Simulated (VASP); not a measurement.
A run of VASP 6.6.1 is set up as follows.

File INCAR:

```
SYSTEM = Ru
PREC = Accurate ; ENCUT = 520
EDIFF = 1E-6 ; ISMEAR = 0
SIGMA = 0.1 ; LREAL = .False.
LASPH = .True. ; NELM = 80
ALGO = Normal ; ISIF = 2
LWAVE = .False. ; LCHARG = .False.
GGA = PE ; NBANDS = 13
```

File KPOINTS:

```
regular mesh
0
Gamma
  10 10 10
  0 0 0
```

Contents of POSCAR:

```
Ru
1.0
   -1.5264659104      1.5264659104      1.5264659104
    1.5264659104     -1.5264659104      1.5264659104
    1.5264659104      1.5264659104     -1.5264659104
Ru
1
Direct
    0.0000000000      0.0000000000      0.0000000000
```

Potentials or basis: VASP PAW PBE potentials, release 64 (Ru_pv).

Run with:

```sh
$ cat potpaw_PBE.64/Ru_pv/POTCAR > POTCAR
$ mpirun -np 1 vasp_std > vasp.out
```

**Question.** What does it give for the pressure?

**Answer.** 0.1 GPa.

**Question.** What does it give for the band gap on the k mesh?

**Answer.** Zero (band 7 reaches 13.92 eV, above the bottom of band 8 at 10.75 eV).
